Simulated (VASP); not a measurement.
Write the native input for VASP 6.6.1 that does the following.

```yaml
Task: single point
Functional: LDA
Potentials_or_basis: VASP PAW LDA potentials, release 64 (Li_sv, Br)
Cutoff: 750 eV
k_mesh: 8 × 8 × 8
Occupations: fermi-dirac, width 0.02 eV
Spin: no spin polarisation
Dipole_correction: no
Further_INCAR_settings: ALGO = Normal; EDIFF = 1e-06; NBANDS = 12
```

The structure of LiBr lies in POSCAR:

```
LiBr
1.0
    0.0000000000      2.6553246978      2.6553246978
    2.6553246978      0.0000000000      2.6553246978
    2.6553246978      2.6553246978      0.0000000000
Li Br
1 1
Direct
    0.0000000000      0.0000000000      0.0000000000
    0.5000000000      0.5000000000      0.5000000000
```

The input as run:

INCAR

```
SYSTEM = LiBr
PREC = Accurate ; ENCUT = 750
EDIFF = 1E-6 ; ISMEAR = -1
SIGMA = 0.02 ; LREAL = .False.
LASPH = .True. ; NELM = 120
ALGO = Normal ; ISIF = 2
LWAVE = .False. ; LCHARG = .False.
NBANDS = 12 ; GGA_COMPAT = .False.
```

KPOINTS

```
Automatic mesh
0
Gamma
  8 8 8
  0 0 0
```

Potentials or basis: VASP PAW LDA potentials, release 64 (Li_sv, Br).

Command:

```console
$ cat potpaw_LDA.64/Li_sv/POTCAR potpaw_LDA.64/Br/POTCAR > POTCAR
$ mpirun -np 1 vasp_std > vasp.out
```

Results of the run:

```json
{
 "Pressure": "0.0 GPa",
 "Band gap on the k mesh": "5.17 eV"
}
```

Wall time 28 s on 1 thread of Intel Xeon 8259CL, on a shared host, peak memory 0.18 GiB.
